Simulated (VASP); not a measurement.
# WSe2 in VASP: single point with r2SCAN

Aim: the single point of WSe2 with r2SCAN.

Program: VASP 6.6.1. These are calculated values, not measurements. Logs are shortened: lines on timing, memory, paths and dates and some standing lists are left out, and cuts for length are marked.

## (1) The cell of the first run

The cell holds a slab with vacuum, 6 atoms: a = 3.439 Å, b = 3.254 Å, c = 24.082 Å, α = 90.00°, β = 90.00°, γ = 121.90°.

## (2) Single point, r2SCAN (strain +0.0375 x Voigt [1, -1, 0, 0, 0, 0])

POSCAR

```
WSe2
1.0
    3.4390208530      0.0000000000      0.0000000000
   -1.7195104265      2.7629821152      0.0000000000
    0.0000000000      0.0000000000     24.0817853218
W Se
2 4
Direct
    0.6666666667      0.3333333333      0.1423922113
    0.3333333333      0.6666666667      0.8576077887
    0.3333333333      0.6666666667      0.2113531704
    0.6666666667      0.3333333333      0.9266195386
    0.3333333333      0.6666666667      0.0733804614
    0.6666666667      0.3333333333      0.7886468296
```

INCAR.step1

```
  PREC = Accurate
  ENCUT = 550
  ISMEAR = 0
  SIGMA = 0.05
  LREAL = F
  LASPH = T
  NELM = 120
  NBANDS = 35
  GGA = PE
  ALGO = Normal
  EDIFF = 1E-5
  LWAVE = T
  LCHARG = F
  GGA_COMPAT = F
```

INCAR.step2

```
  PREC = Accurate
  ENCUT = 550
  EDIFF = 1E-6
  ISMEAR = 0
  SIGMA = 0.05
  LREAL = F
  LASPH = T
  NELM = 120
  ALGO = Normal
  ISIF = 2
  LWAVE = F
  LCHARG = F
  METAGGA = R2SCAN
  LMIXTAU = T
  NBANDS = 35
  ISTART = 1
  GGA_COMPAT = F
```

KPOINTS

```
regular mesh
0
Gamma
  12 12 2
```

Potentials or basis: VASP PAW PBE potentials, release 64 (W_sv, Se).

Started as:

```
cat potpaw_PBE.64/W_sv/POTCAR potpaw_PBE.64/Se/POTCAR > POTCAR
cp INCAR.step1 INCAR
mpirun -np 1 vasp_std > vasp.out
cp INCAR.step2 INCAR
mpirun -np 1 vasp_std > vasp.out
```

OUTCAR:

```text
PREC = Accurate
   ENCUT = 550
   EDIFF = 1E-6
   ISMEAR = 0
   LREAL = F
   LASPH = T
   NELM = 120
   ISIF = 2
   METAGGA = R2SCAN
   ISTART = 1

 ion  position               nearest neighbor table
   1  0.667  0.333  0.142-   3 2.48   5 2.48   3 2.56   3 2.56   5 2.56   5 2.56
   2  0.333  0.667  0.858-   6 2.48   4 2.48   6 2.56   6 2.56   4 2.56   4 2.56
   3  0.333  0.667  0.211-   1 2.48   1 2.56   1 2.56
   4  0.667  0.333  0.927-   2 2.48   2 2.56   2 2.56
   5  0.333  0.667  0.073-   1 2.48   1 2.56   1 2.56
   6  0.667  0.333  0.789-   2 2.48   2 2.56   2 2.56

  Warning from LATTYP: Monoclinic adjustment (A1->A3, A2->A1, A3->A2)!
  LATTYP: Found a base centered orthorhombic cell.
 ALAT       =     3.4390208530
 B/A-ratio  =     1.6068423155
 C/A-ratio  =     7.0025121542

  Lattice vectors:

 A1 = (   1.7195104265,  -2.7629821152,   0.0000000000)
 A2 = (   1.7195104265,   2.7629821152,   0.0000000000)
 A3 = (   0.0000000000,   0.0000000000,  24.0817853218)

Analysis of symmetry for initial positions (statically):
=====================================================================
 Subroutine PRICEL returns:
 Original cell was already a primitive cell.

 Routine SETGRP: Setting up the symmetry group for a
 base centered orthorhombic supercell.

 Subroutine GETGRP returns: Found  4 space group operations
 (whereof  4 operations were pure point group operations)
 out of a pool of  8 trial point group operations.

The static configuration has the point symmetry C_2h.

Analysis of symmetry for dynamics (positions and initial velocities):
=====================================================================
 Subroutine PRICEL returns:
 Original cell was already a primitive cell.

 Routine SETGRP: Setting up the symmetry group for a
 base centered orthorhombic supercell.

 Subroutine GETGRP returns: Found  4 space group operations
 (whereof  4 operations were pure point group operations)
 out of a pool of  8 trial point group operations.

The dynamic configuration has the point symmetry C_2h.

 Subroutine INISYM returns: Found  4 space group operations
 (whereof  4 operations are pure point group operations),
 and found     1 'primitive' translations

----------------------------------------------------------------------------------------

                                     Primitive cell

  volume of cell :     228.8240

  direct lattice vectors                    reciprocal lattice vectors
     3.439020853  0.000000000  0.000000000     0.290780441  0.180963893  0.000000000
[... 100 lines left out ...]
   ISIF   =      2    stress and relaxation
   ISYM   =      2    0-nonsym 1-usesym 2-fastsym
   POTIM  = 0.5000    time-step for ionic-motion
   TEBEG  =    0.0;   TEEND  =   0.0 temperature during run
   PSTRESS=    0.0 pullay stress
   NELECT =      52.0000    total number of electrons
   NUPDOWN=      -1.0000    fix difference up-down
   EMIN   =  10.00;   EMAX   =-10.00  energy-range for DOS
   EFERMI =   0.00;   METHOD = LEGACY
   ISMEAR =     0;   SIGMA  =   0.05  broadening in eV -4-tet -1-fermi 0-gaus
   EFERMI_NEDOS =   21; number of points for ismear=-14 and -15
   IALGO  =     38    algorithm
   IMIX   =      4    mixing-type and parameters
     AMIX     =   0.40;   BMIX     =  1.00
     AMIX_MAG =   1.60;   BMIX_MAG =  1.00
  volume/ion in A,a.u.               =      38.14       257.36
  Fermi-wavevector in a.u.,A,eV,Ry     =   0.999023  1.887879 13.579249  0.998047
  Thomas-Fermi vector in A             =   2.131285
   LORBIT       =      0    0 simple, 1 ext, 2 COOP (PROOUT), +10 PAW based schemes
   METAGGA = R2SCAN    functional components
   LHFCALC =     F    Hartree Fock is set to
   AEXX    =    0.0000 exact exchange contribution
   IVDW    =     0    specifies the selected vdW correction
   LEPSILON=     F    determine dielectric tensor
   LRPA    =     F    only Hartree local field effects (RPA)
 non-spin polarized calculation
 Gauss-broadening in eV      SIGMA  =   0.05
  energy-cutoff  :      550.00
  volume of cell :      228.82
 maximum number of plane-waves:      6768
 NGX is ok and might be reduce to    28
   NGX = 13   NGY = 13   NGZ = 93

 number of electron      52.0000000 magnetization

 Free energy of the ion-electron system (eV)
  ---------------------------------------------------
  ext. energy  EPLUGINS =         0.00000000
  ---------------------------------------------------
  free energy    TOTEN  =      -163.36732884 eV

  energy without entropy =     -163.36732884  energy(sigma->0) =     -163.36732884

 E-fermi :   0.8654     XC(G=0):  -6.4523

 val. band max:        0.6065016176   @ k =   0.3333   0.3333   0.0000
 cond. band min:       2.2038501074   @ k =   0.3333   0.3333   0.0000
 fundamental gap:      1.5973484898
 Fermi energy:         0.8653517516

 k-point     1 :       0.0000    0.0000    0.0000
  band No.  band energies     occupation
      1     -75.4185      2.00000
      2     -75.4185      2.00000
      3     -39.0091      2.00000
      4     -39.0091      2.00000
      5     -38.9420      2.00000
      6     -38.9420      2.00000
[... 901 lines left out ...]
     34       5.4422      0.00000
     35       5.9835      0.00000

 [... further k-points ...]

------------------------ aborting loop because EDIFF is reached ----------------------------------------

  FORCE on cell =-STRESS in cart. coord.  units (eV):
  Direction    XX          YY          ZZ          XY          YZ          ZX
  --------------------------------------------------------------------------------------
  -------------------------------------------------------------------------------------
  Total       -3.8117605      5.6349647      0.3914923      0.0000000     -0.0231796      0.0000000
  in kB      -26.6891429     39.4548336      2.7411467      0.0000000     -0.1622984      0.0000000
  external PRESSURE =       5.1689458 kB  Pullay stress =       0.0000000 kB

 VOLUME and BASIS-vectors are now :
 -----------------------------------------------------------------------------
  energy-cutoff  :      550.00
  volume of cell :      228.82
      direct lattice vectors                 reciprocal lattice vectors
     3.439020853  0.000000000  0.000000000     0.290780441  0.180963893  0.000000000
    -1.719510427  2.762982115  0.000000000     0.000000000  0.361927786  0.000000000
     0.000000000  0.000000000 24.081785322     0.000000000  0.000000000  0.041525160

 POSITION                                       TOTAL-FORCE (eV/Angst)
 -----------------------------------------------------------------------------------
      1.71951      0.92099      3.42906        -0.000000      0.587357     -0.000997
     -0.00000      1.84199     20.65273         0.000000     -0.587357      0.000997
     -0.00000      1.84199      5.08976         0.000000     -0.295144      0.062783
      1.71951      0.92099     22.31465         0.000000      0.296387      0.061644
     -0.00000      1.84199      1.76713        -0.000000     -0.296387     -0.061644
      1.71951      0.92099     18.99202         0.000000      0.295144     -0.062783
 -----------------------------------------------------------------------------------
    total drift:                               -0.000000      0.000000     -0.000000

  FREE ENERGIE OF THE ION-ELECTRON SYSTEM (eV)
  ---------------------------------------------------
  free  energy   TOTEN  =      -163.3673288443 eV

  energy  without entropy=     -163.3673288443  energy(sigma->0) =     -163.36732884
```

OSZICAR.step1:

```text
N       E                     dE             d eps       ncg     rms          rms(c)
DAV:   1     0.474844205334E+03    0.47484E+03   -0.27782E+04  7156   0.136E+03
DAV:   2    -0.116324002441E+02   -0.48648E+03   -0.47130E+03  7597   0.332E+02
DAV:   3    -0.440088098693E+02   -0.32376E+02   -0.31957E+02  7559   0.818E+01
[... 12 lines left out ...]
DAV:  16    -0.430486033553E+02   -0.35113E-04   -0.56074E-06  5165   0.693E-03    0.276E-03
DAV:  17    -0.430486358414E+02   -0.32486E-04   -0.36491E-06  4924   0.686E-03    0.576E-03
DAV:  18    -0.430486773902E+02   -0.41549E-04   -0.19679E-06  4623   0.389E-03    0.197E-03
DAV:  19    -0.430486966761E+02   -0.19286E-04   -0.11275E-06  4462   0.209E-03    0.617E-04
DAV:  20    -0.430487015601E+02   -0.48840E-05   -0.30620E-07  3876   0.116E-03
   1 F= -.43048702E+02 E0= -.43048702E+02  d E =-.669407E-19
```

It took 64 min on 1 thread of Oxide Virtual Turin-like, shared host; peak memory 0.81 GiB.

What came out:

```
Free energy            : -163.3673 eV
Largest force          : 0.587 eV/Å
Band gap on the k mesh : 1.60 eV
```

Forces on the atoms (eV/Å):
```
W    0.000  0.587 -0.001
W    0.000 -0.587  0.001
Se   0.000 -0.295  0.063
Se   0.000  0.296  0.062
Se   0.000 -0.296 -0.062
Se   0.000  0.295 -0.063
```

Caveat: the cell differs from its parent crystal (strain +0.0375 x Voigt [1, -1, 0, 0, 0, 0]); there is no dipole correction, which matters where the two faces differ; the PAW data sets were made with another functional, which shifts forces and pressure a little; spin-orbit coupling is left out, which moves the levels of the heavy elements.
